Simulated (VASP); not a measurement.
Here is a VASP 6.6.1 calculation.

File INCAR:

```
SYSTEM = Sb
PREC = Accurate
ENCUT = 520
EDIFF = 1E-6
ISMEAR = 0
SIGMA = 0.15
LREAL = .False.
LASPH = .True.
NELM = 100
ALGO = Normal
ISIF = 2
LWAVE = .False.
LCHARG = .False.
GGA = PS
NBANDS = 8
```

Contents of KPOINTS:

```
Automatic mesh
0
Gamma
  16 16 16
  0 0 0
```

POSCAR

```
Sb
1.0
    3.3180000000      0.0000000000      0.0000000000
    0.0000000000      3.3180000000      0.0000000000
    0.0000000000      0.0000000000      3.0020000000
Sb
1
Direct
    0.0000000000      0.0000000000      0.0000000000
```

Potentials or basis: VASP PAW PBE potentials, release 64 (Sb).

Run with:

```bash
$ cat potpaw_PBE.64/Sb/POTCAR > POTCAR
$ mpirun -np 1 vasp_std > vasp.out
```

Task: Estimate the pressure.

Result: -5.6 GPa.

Stress tensor (GPa, compression positive):
```
-8.55  0.00  0.00
 0.00 -8.55  0.00
 0.00  0.00  0.41
```

Caveat: the cell differs from its parent crystal (strain +0.050 along x and y, -0.050 along z); the PAW data sets were made with another functional, which shifts forces and pressure a little.
